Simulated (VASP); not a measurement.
# Al2SiO5 (Andalusite) (Pnnm) in VASP: single point with LDA

Aim: the single point of Al2SiO5 (Andalusite) with LDA.

Everything below comes from runs of VASP 6.6.1. Logs are shortened: lines on timing, memory, paths and dates and some standing lists are left out, and cuts for length are marked.

### Step 1. The cell of the first run

It takes space group Pnnm (No. 58, orthorhombic). The conventional cell has a = 7.723 Å, b = 7.841 Å, c = 5.533 Å, α = 90.00°, β = 90.00°, γ = 90.00°. Al (site symmetry 2) has 6 O at 1.82 to 2.04 Å within 2.4 Å. Al (site symmetry m) has 5 O at 1.80 to 1.87 Å within 2.4 Å. Si (site symmetry m) has 4 O at 1.61 to 1.64 Å within 2.1 Å. Within 2.4 Å of O (site symmetry m) lie 3 Al at 1.81 to 1.82 Å. O (site symmetry m) has 1 Si at 1.64 Å and 2 Al at 1.88 Å within 2.2 Å. Within 2.1 Å of O (site symmetry m) lie 1 Si at 1.61 Å and 2 Al at 1.83 to 1.87 Å. O (site symmetry 1) has 1 Si at 1.63 Å and 2 Al at 1.80 to 2.04 Å within 2.2 Å.

### Step 2. Single point, LDA

INCAR

```
PREC = Accurate
ENCUT = 520
EDIFF = 1E-7
ISMEAR = 0
SIGMA = 0.1
LREAL = Auto
LASPH = True
NELM = 100
ALGO = Normal
ISIF = 2
LWAVE = False
LCHARG = False
NBANDS = 102
```

KPOINTS

```
Automatic mesh
0
Gamma
  4 4 4
```

POSCAR

```
Al2SiO5
1.0
    7.7230362403      0.0000000000      0.0000000000
    0.0000000000      7.8412924885      0.0000000000
    0.0000000000      0.0000000000      5.5325347368
Al Si O
8 4 20
Direct
    0.0000000000      0.0000000000      0.2423378372
    0.5000000000      0.5000000000      0.2576621628
    0.0000000000      0.0000000000      0.7576621628
    0.5000000000      0.5000000000      0.7423378372
    0.8696140758      0.3619513302      0.0000000000
    0.1303859242      0.6380486698      0.0000000000
    0.3696140758      0.1380486698      0.5000000000
    0.6303859242      0.8619513302      0.5000000000
    0.2453625259      0.2501131511      0.0000000000
    0.7546374741      0.7498868489      0.0000000000
    0.7453625259      0.2498868489      0.5000000000
    0.2546374741      0.7501131511      0.5000000000
    0.0767654383      0.8621526932      0.0000000000
    0.9232345617      0.1378473068      0.0000000000
    0.5767654383      0.6378473068      0.5000000000
    0.4232345617      0.3621526932      0.5000000000
    0.0748064253      0.8614735003      0.5000000000
    0.9251935747      0.1385264997      0.5000000000
    0.5748064253      0.6385264997      0.0000000000
    0.4251935747      0.3614735003      0.0000000000
    0.1027879741      0.4005500716      0.0000000000
    0.8972120259      0.5994499284      0.0000000000
    0.6027879741      0.0994499284      0.5000000000
    0.3972120259      0.9005500716      0.5000000000
    0.2282995643      0.1315606809      0.2405527261
    0.7717004357      0.8684393191      0.2405527261
    0.7282995643      0.3684393191      0.2594472739
    0.2717004357      0.6315606809      0.2594472739
    0.7717004357      0.8684393191      0.7594472739
    0.2282995643      0.1315606809      0.7594472739
    0.2717004357      0.6315606809      0.7405527261
    0.7282995643      0.3684393191      0.7405527261
```

Potentials or basis: VASP PAW LDA potentials, release 64 (Al, Si, O).

Launch:

```console
> cat potpaw_LDA.64/Al/POTCAR potpaw_LDA.64/Si/POTCAR potpaw_LDA.64/O/POTCAR > POTCAR
> mpirun -np 1 vasp_std > vasp.out
```

OUTCAR:

```text
PREC = Accurate
   ENCUT = 520
   EDIFF = 1E-7
   ISMEAR = 0
   LREAL = Auto
   LASPH = True
   NELM = 100
   ISIF = 2

 ion  position               nearest neighbor table
   1  0.000  0.000  0.242-  13 1.82  14 1.82  17 1.88  18 1.88  25 2.04  26 2.04   3 2.68   3 2.85
                             9 3.04  10 3.04  11 3.12  12 3.12   5 3.30   6 3.30
   2  0.500  0.500  0.258-  15 1.82  16 1.82  19 1.88  20 1.88  27 2.04  28 2.04   4 2.68   4 2.85
                            12 3.04  11 3.04  10 3.12   9 3.12   8 3.30   7 3.30
   3  0.000  0.000  0.758-  13 1.82  14 1.82  17 1.88  18 1.88  29 2.04  30 2.04   1 2.68   1 2.85
                            10 3.04   9 3.04  12 3.12  11 3.12   6 3.30   5 3.30
   4  0.500  0.500  0.742-  15 1.82  16 1.82  19 1.88  20 1.88  31 2.04  32 2.04   2 2.68   2 2.85
                            11 3.04  12 3.04   9 3.12  10 3.12   7 3.30   8 3.30
   5  0.870  0.362  0.000-  27 1.80  32 1.80  14 1.81  21 1.83  22 1.87   6 2.96   9 3.03  11 3.06
                            11 3.06  10 3.17   1 3.30   3 3.30
   6  0.130  0.638  0.000-  28 1.80  31 1.80  13 1.81  22 1.83  21 1.87   5 2.96  10 3.03  12 3.06
                            12 3.06   9 3.17   1 3.30   3 3.30
   7  0.370  0.138  0.500-  25 1.80  30 1.80  16 1.81  23 1.83  24 1.87   8 2.96  11 3.03   9 3.06
                             9 3.06  12 3.17   2 3.30   4 3.30
   8  0.630  0.862  0.500-  26 1.80  29 1.80  15 1.81  24 1.83  23 1.87   7 2.96  12 3.03  10 3.06
                            10 3.06  11 3.17   2 3.30   4 3.30
   9  0.245  0.250  0.000-  21 1.61  25 1.63  30 1.63  20 1.64   5 3.03   3 3.04   1 3.04   7 3.06
                             7 3.06   4 3.12   2 3.12   6 3.17
  10  0.755  0.750  0.000-  22 1.61  26 1.63  29 1.63  19 1.64   6 3.03   3 3.04   1 3.04   8 3.06
                             8 3.06   4 3.12   2 3.12   5 3.17
  11  0.745  0.250  0.500-  23 1.61  27 1.63  32 1.63  18 1.64   7 3.03   4 3.04   2 3.04   5 3.06
                             5 3.06   1 3.12   3 3.12   8 3.17
  12  0.255  0.750  0.500-  24 1.61  28 1.63  31 1.63  17 1.64   8 3.03   4 3.04   2 3.04   6 3.06
                             6 3.06   1 3.12   3 3.12   7 3.17
  13  0.077  0.862  0.000-   6 1.81   3 1.82   1 1.82
  14  0.923  0.138  0.000-   5 1.81   3 1.82   1 1.82
  15  0.577  0.638  0.500-   8 1.81   4 1.82   2 1.82
  16  0.423  0.362  0.500-   7 1.81   4 1.82   2 1.82
  17  0.075  0.861  0.500-  12 1.64   3 1.88   1 1.88
  18  0.925  0.139  0.500-  11 1.64   3 1.88   1 1.88
[... 12 lines left out ...]
  31  0.272  0.632  0.741-  12 1.63   6 1.80   4 2.04
  32  0.728  0.368  0.741-  11 1.63   5 1.80   4 2.04

  LATTYP: Found a simple orthorhombic cell.
 ALAT       =     5.5325347368
 B/A-ratio  =     1.3959309083
 C/A-ratio  =     1.4173056043

  Lattice vectors:

 A1 = (   0.0000000000,   0.0000000000,   5.5325347368)
 A2 = (   7.7230362403,   0.0000000000,   0.0000000000)
 A3 = (   0.0000000000,   7.8412924885,   0.0000000000)

Analysis of symmetry for initial positions (statically):
=====================================================================
 Subroutine PRICEL returns:
 Original cell was already a primitive cell.

 Routine SETGRP: Setting up the symmetry group for a
 simple orthorhombic supercell.

 Subroutine GETGRP returns: Found  8 space group operations
 (whereof  4 operations were pure point group operations)
 out of a pool of  8 trial point group operations.

The static configuration has the point symmetry C_2h.
 The point group associated with its full space group is D_2h.

Analysis of symmetry for dynamics (positions and initial velocities):
=====================================================================
 Subroutine PRICEL returns:
 Original cell was already a primitive cell.

 Routine SETGRP: Setting up the symmetry group for a
 simple orthorhombic supercell.

 Subroutine GETGRP returns: Found  8 space group operations
 (whereof  4 operations were pure point group operations)
 out of a pool of  8 trial point group operations.

The dynamic configuration has the point symmetry C_2h.
 The point group associated with its full space group is D_2h.

 Subroutine INISYM returns: Found  8 space group operations
 (whereof  4 operations are pure point group operations),
 and found     1 'primitive' translations

----------------------------------------------------------------------------------------

                                     Primitive cell

  volume of cell :     335.0425

  direct lattice vectors                    reciprocal lattice vectors
     7.723036240  0.000000000  0.000000000     0.129482754  0.000000000  0.000000000
     0.000000000  7.841292488  0.000000000     0.000000000  0.127529996  0.000000000
     0.000000000  0.000000000  5.532534737     0.000000000  0.000000000  0.180748978

  length of vectors
     7.723036240  7.841292488  5.532534737     0.129482754  0.127529996  0.180748978

  position of ions in fractional coordinates (direct lattice)
     0.000000000  0.000000000  0.242337837
     0.500000000  0.500000000  0.257662163
     0.000000000  0.000000000  0.757662163
     0.500000000  0.500000000  0.742337837
     0.869614076  0.361951330  0.000000000
     0.130385924  0.638048670  0.000000000
[... 24 lines left out ...]
     0.271700436  0.631560681  0.740552726
     0.728299564  0.368439319  0.740552726

  ion indices of the primitive-cell ions
   primitive index   ion index
                 1           1
                 2           2
                 3           3
                 4           4
                 5           5
                 6           6
[... 24 lines left out ...]
                31          31
                32          32

----------------------------------------------------------------------------------------

 KPOINTS: Automatic mesh

Automatic generation of k-mesh.
 Grid dimensions read from file:
 generate k-points for:    4    4    4

 Generating k-lattice:

  Cartesian coordinates                     Fractional coordinates (reciprocal lattice)
     0.032370688  0.000000000  0.000000000     0.250000000  0.000000000  0.000000000
     0.000000000  0.031882499  0.000000000     0.000000000  0.250000000  0.000000000
     0.000000000  0.000000000  0.045187245     0.000000000  0.000000000  0.250000000

  Length of vectors
     0.032370688  0.031882499  0.045187245

  Shift w.r.t. Gamma in fractional coordinates (k-lattice)
     0.000000000  0.000000000  0.000000000

 Subroutine IBZKPT returns following result:
 ===========================================

 Found     27 irreducible k-points:

 Following reciprocal coordinates:
            Coordinates               Weight
  0.000000  0.000000  0.000000      1.000000
  0.250000  0.000000  0.000000      2.000000
  0.500000  0.000000  0.000000      1.000000
  0.000000  0.250000  0.000000      2.000000
  0.250000  0.250000  0.000000      4.000000
  0.500000  0.250000  0.000000      2.000000
[... 16 lines left out ...]
  0.250000  0.250000  0.500000      4.000000
  0.500000  0.250000  0.500000      2.000000
 [... further k-points ...]
   k-points           NKPTS =     27   k-points in BZ     NKDIM =     27   number of bands    NBANDS=    102
   number of dos      NEDOS =    301   number of ions     NIONS =     32
   total plane-waves  NPLWV = 151200
   dimension x,y,z NGX =    60 NGY =   60 NGZ =   42
   dimension x,y,z NGXF=   120 NGYF=  120 NGZF=   84
   ions per type =               8   4  20
   NGX,Y,Z   is equivalent  to a cutoff of  12.92, 12.72, 12.62 a.u.
   NGXF,Y,Z  is equivalent  to a cutoff of  25.83, 25.44, 25.24 a.u.
 SYSTEM =  unknown system
   PREC   = accura    normal or accurate (medium, high low for compatibility)
   ISTART =      0    job   : 0-new  1-cont  2-samecut
   ICHARG =      2    charge: 1-file 2-atom 10-const
   ISPIN  =      1    spin polarized calculation?
   LNONCOLLINEAR =      F non collinear calculations
   LSORBIT =      F    spin-orbit coupling
   LASPH  =      T    aspherical Exc in radial PAW
   ENCUT  =  520.0 eV  38.22 Ry    6.18 a.u.  14.36 14.58 10.29*2*pi/ulx,y,z
   NELM   =    100;   NELMIN=  2; NELMDL= -5     # of ELM steps
   EDIFF  = 0.1E-06   stopping-criterion for ELM
   LREAL  =      T    real-space projection
   EDIFFG = 0.1E-05   stopping-criterion for IOM
   NSW    =      0    number of steps for IOM
   IBRION =     -1    ionic relax: 0-MD 1-quasi-New 2-CG
   NFREE  =      0    steps in history (QN), initial steepest desc. (CG)
   ISIF   =      2    stress and relaxation
   ISYM   =      2    0-nonsym 1-usesym 2-fastsym
   POTIM  = 0.5000    time-step for ionic-motion
   TEBEG  =    0.0;   TEEND  =   0.0 temperature during run
   PSTRESS=    0.0 pullay stress
   NELECT =     160.0000    total number of electrons
   NUPDOWN=      -1.0000    fix difference up-down
   EMIN   =  10.00;   EMAX   =-10.00  energy-range for DOS
   EFERMI =   0.00;   METHOD = LEGACY
   ISMEAR =     0;   SIGMA  =   0.10  broadening in eV -4-tet -1-fermi 0-gaus
   EFERMI_NEDOS =   21; number of points for ismear=-14 and -15
   IALGO  =     38    algorithm
   IMIX   =      4    mixing-type and parameters
     AMIX     =   0.40;   BMIX     =  1.00
     AMIX_MAG =   1.60;   BMIX_MAG =  1.00
  volume/ion in A,a.u.               =      10.47        70.66
  Fermi-wavevector in a.u.,A,eV,Ry     =   1.279622  2.418134 22.278604  1.637431
  Thomas-Fermi vector in A             =   2.412096
   LORBIT       =      0    0 simple, 1 ext, 2 COOP (PROOUT), +10 PAW based schemes
   GGA     = CA    functional components
   LHFCALC =     F    Hartree Fock is set to
   AEXX    =    0.0000 exact exchange contribution
   IVDW    =     0    specifies the selected vdW correction
   LEPSILON=     F    determine dielectric tensor
   LRPA    =     F    only Hartree local field effects (RPA)
 non-spin polarized calculation
 Gauss-broadening in eV      SIGMA  =   0.10
  energy-cutoff  :      520.00
  volume of cell :      335.04
 maximum number of plane-waves:      9050
 NGX is ok and might be reduce to    60
   NGX = 29   NGY = 29   NGZ = 21

 number of electron     159.9999977 magnetization

 Free energy of the ion-electron system (eV)
  ---------------------------------------------------
  ext. energy  EPLUGINS =         0.00000000
  ---------------------------------------------------
  free energy    TOTEN  =      -270.07057138 eV

  energy without entropy =     -270.07057138  energy(sigma->0) =     -270.07057138

 E-fermi :   4.0773     XC(G=0): -10.7309

 val. band max:        3.5856047955   @ k =   0.0000   0.0000   0.0000
 cond. band min:       8.5459193173   @ k =   0.0000   0.0000   0.0000
 fundamental gap:      4.9603145218
 Fermi energy:         4.0772929219

 k-point     1 :       0.0000    0.0000    0.0000
  band No.  band energies     occupation
      1     -16.0441      2.00000
      2     -15.2291      2.00000
      3     -15.1698      2.00000
      4     -15.1413      2.00000
      5     -14.7712      2.00000
      6     -14.4798      2.00000
[... 84 lines left out ...]
     91      12.4654      0.00000
     92      12.4743      0.00000

 k-point     2 :       0.2500    0.0000    0.0000
  band No.  band energies     occupation
      1     -15.9723      2.00000
      2     -15.4603      2.00000
      3     -15.1407      2.00000
      4     -15.1241      2.00000
      5     -14.6830      2.00000
      6     -14.4539      2.00000
[... 2174 lines left out ...]
     91      13.1552      0.00000
     92      13.1552      0.00000

 [... further k-points ...]

 [bands above 92 left out]

------------------------ aborting loop because EDIFF is reached ----------------------------------------

  FORCE on cell =-STRESS in cart. coord.  units (eV):
  Direction    XX          YY          ZZ          XY          YZ          ZX
  --------------------------------------------------------------------------------------
  -------------------------------------------------------------------------------------
  Total        0.9033509      1.5381599      1.4215470      0.0000000      0.0000000      0.0000000
  in kB        4.3198352      7.3555000      6.7978555      0.0000000      0.0000000      0.0000000
  external PRESSURE =       6.1577302 kB  Pullay stress =       0.0000000 kB

 VOLUME and BASIS-vectors are now :
 -----------------------------------------------------------------------------
  energy-cutoff  :      520.00
  volume of cell :      335.04
      direct lattice vectors                 reciprocal lattice vectors
     7.723036240  0.000000000  0.000000000     0.129482754  0.000000000  0.000000000
     0.000000000  7.841292488  0.000000000     0.000000000  0.127529996  0.000000000
     0.000000000  0.000000000  5.532534737     0.000000000  0.000000000  0.180748978

 POSITION                                       TOTAL-FORCE (eV/Angst)
 -----------------------------------------------------------------------------------
      0.00000      0.00000      1.34074        -0.000000     -0.000000      0.063406
      3.86152      3.92065      1.42552        -0.000000     -0.000000     -0.063406
      0.00000      0.00000      4.19179        -0.000000     -0.000000     -0.063406
      3.86152      3.92065      4.10701        -0.000000     -0.000000      0.063406
      6.71606      2.83817      0.00000         0.005115     -0.000720      0.000000
      1.00698      5.00313      0.00000        -0.005115      0.000720      0.000000
[... 24 lines left out ...]
      2.09835      4.95225      4.09713         0.024235     -0.045856      0.020661
      5.62468      2.88904      4.09713        -0.024235      0.045856      0.020661
 -----------------------------------------------------------------------------------
    total drift:                                0.000000     -0.000000      0.000000

  FREE ENERGIE OF THE ION-ELECTRON SYSTEM (eV)
  ---------------------------------------------------
  free  energy   TOTEN  =      -270.0705713781 eV

  energy  without entropy=     -270.0705713781  energy(sigma->0) =     -270.07057138
```

It took 10 min on 1 thread of Intel Xeon 6975P-C (Granite Rapids), shared host; peak memory 0.67 GiB.

What came out:

```
Free energy            : -270.0706 eV
Pressure               : 0.6 GPa
Largest force          : 0.080 eV/Å
Band gap on the k mesh : 4.96 eV, direct
```

Forces on the atoms (eV/Å):
```
Al   0.000  0.000  0.063
Al   0.000  0.000 -0.063
Al   0.000  0.000 -0.063
Al   0.000  0.000  0.063
Al   0.005 -0.001  0.000
Al  -0.005  0.001  0.000
Al   0.005  0.001  0.000
Al  -0.005 -0.001  0.000
Si   0.000 -0.027  0.000
Si   0.000  0.027  0.000
Si   0.000  0.027  0.000
Si   0.000 -0.027  0.000
O    0.028 -0.035  0.000
O   -0.028  0.035  0.000
O    0.028  0.035  0.000
O   -0.028 -0.035  0.000
O   -0.052  0.010  0.000
O    0.052 -0.010  0.000
O   -0.052 -0.010  0.000
O    0.052  0.010  0.000
O   -0.059  0.054  0.000
O    0.059 -0.054  0.000
O   -0.059 -0.054  0.000
O    0.059  0.054  0.000
O   -0.024 -0.046  0.021
O    0.024  0.046  0.021
O   -0.024  0.046 -0.021
O    0.024 -0.046 -0.021
O    0.024  0.046 -0.021
O   -0.024 -0.046 -0.021
O    0.024 -0.046  0.021
O   -0.024  0.046  0.021
```

Stress tensor (GPa, compression positive):
```
0.43 0.00 0.00
0.00 0.74 0.00
0.00 0.00 0.68
```

A k mesh can miss the band edges.
